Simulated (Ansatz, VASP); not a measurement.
# Ta2Cr in VASP and in Ansatz

File INCAR:

```
PREC = Accurate
ENCUT = 600
EDIFF = 1E-6
ISMEAR = 0
SIGMA = 0.1
LREAL = False
LASPH = True
NELM = 150
ALGO = Fast
ISIF = 3
LWAVE = False
LCHARG = False
ISPIN = 2
MAGMOM = 0 0 0 0 0.98 0.98
LORBIT = 11
LMAXMIX = 4
GGA = PE
IBRION = 2
NSW = 90
EDIFFG = -0.04
```

File KPOINTS:

```
regular mesh
0
Gamma
  4 4 4
```

POSCAR

```
Ta2Cr
1.0
    0.0000000000      3.5693151817      3.5693151817
    3.5693151817      0.0000000000      3.5693151817
    3.5693151817      3.5693151817      0.0000000000
Ta Cr
4 2
Direct
    0.6250000000      0.6250000000      0.6250000000
    0.1250000000      0.6250000000      0.6250000000
    0.6250000000      0.6250000000      0.1250000000
    0.6250000000      0.1250000000      0.6250000000
    0.0000000000      0.0000000000      0.0000000000
    0.2500000000      0.2500000000      0.2500000000
```

Input for Ansatz:

```yaml
crystal:
  lattice:
    - [0.0, 3.5693151817, 3.5693151817]
    - [3.5693151817, 0.0, 3.5693151817]
    - [3.5693151817, 3.5693151817, 0.0]
  atoms:
    - { symbol: Ta, position: [0.625, 0.625, 0.625] }
    - { symbol: Ta, position: [0.125, 0.625, 0.625] }
    - { symbol: Ta, position: [0.625, 0.625, 0.125] }
    - { symbol: Ta, position: [0.625, 0.125, 0.625] }
    - { symbol: Cr, position: [0.0, 0.0, 0.0], spin: 0.98 }
    - { symbol: Cr, position: [0.25, 0.25, 0.25], spin: 0.98 }
basis:
  ecutwfc: 420
kpoints:
  mp_grid: { grid: [4, 4, 4] }
hamiltonian:
  xc: pbe
scf:
  occupations: { method: gaussian, width: 0.1 }
  lower_state_search: "off"
output:
  forces: true
  stress: true
  eigenvalues: true
  populations: true
magnetization:
  spin_polarized: true
relax:
  adjacent_minimum: "off"
  f_tol: 0.04
  max_steps: 70
  cell: { stress_tol: 0.4 }
```

Alike in both runs: task relaxation of cell and atoms; functional PBE; k mesh 4 × 4 × 4; occupations gaussian, width 0.1 eV; collinear spin.

```csv
,VASP,Ansatz
version,VASP 6.6.1,Ansatz 0.2.0
potentials or method,"VASP PAW PBE potentials, release 64 (Ta_pv, Cr_pv), cutoff 600 eV","scalar-relativistic, plane waves, PAW"
valence electrons in the cell,68,80
```

Ansatz gave:

| Quantity | Value |
| --- | --- |
| gap on the k mesh at the Fermi level, each at its own relaxed structure (eV) | none |
| net moment per atom (μB) | 0.16 |
| size of the moment on the site where the two differ most (μB) | 0.95 |
| relaxed volume (Å³/atom) | 17.79 |
| relaxed length of the cell vector where the two differ most in proportion (Å) | 5.325 |

Problem. Which values does VASP return?

Solution. gap on the k mesh at the Fermi level, each at its own relaxed structure (eV): none; net moment per atom (μB): 0.92; size of the moment on the site where the two differ most (μB): 3.05; relaxed volume (Å³/atom): 18.66; relaxed length of the cell vector where the two differ most in proportion (Å): 5.410.

The net moments are unlike, so the other rows may belong to different states. Site moments also hang on the region over which each program counts them. A gap of «none» marks a metal or a gap that the smearing closes. VASP's potentials hold 68 valence electrons a cell and Ansatz's 80, so a difference there can come from the potentials and not from the codes.

The k mesh is coarse, so the values compare programs but aren't converged. Neither program's run includes spin-orbit coupling. Noted on VASP's run: the volume moved by over 15 % at a fixed basis, so the end points are rough.
